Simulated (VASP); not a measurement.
Set up this calculation in VASP 6.6.1, as the native input.

| Quantity | Value |
| --- | --- |
| Task | single point |
| Functional | PBE |
| Potentials or basis | VASP PAW PBE potentials, release 64 (Te) |
| Cutoff | 520 eV |
| k mesh | 11 × 11 × 11 |
| Occupations | fermi-dirac, width 0.1 eV |
| Spin | no spin polarisation |
| Dipole correction | no |
| Further INCAR settings | ALGO = Normal; EDIFF = 1e-06; NBANDS = 13 |

The structure of Te lies in POSCAR:

```
Te
1.0
    1.9645723399     -1.1342463693      4.1368353003
    0.0000000000      2.2684927386      4.1368353003
   -1.9645723399     -1.1342463693      4.1368353003
Te
2
Direct
    0.2500000000      0.2500000000      0.2500000000
   -0.2500000000     -0.2500000000     -0.2500000000
```

One way to write it, as run:

INCAR

```
ALGO = Normal
EDIFF = 1E-6
ENCUT = 520
GGA = PE
ISIF = 2
ISMEAR = -1
LASPH = T
LCHARG = F
LREAL = F
LWAVE = F
NBANDS = 13
NELM = 100
PREC = Accurate
SIGMA = 0.1
```

KPOINTS

```
k-points
0
Gamma
  11 11 11
```

Potentials or basis: VASP PAW PBE potentials, release 64 (Te).

Command:

```sh
$ cat potpaw_PBE.64/Te/POTCAR > POTCAR
$ mpirun -np 1 vasp_std > vasp.out
```

Results of the run:

- Pressure: 9.0 GPa
- Band gap on the k mesh: zero (band 6 reaches 10.81 eV, above the bottom of band 7 at 6.67 eV)

Caveat: spin-orbit coupling is left out, which moves the levels of the heavy elements.

Wall time 35 s on 1 thread of Intel(R) Xeon(R) Platinum 8559C (Emerald Rapids), with other jobs on the host, peak memory 0.25 GiB.
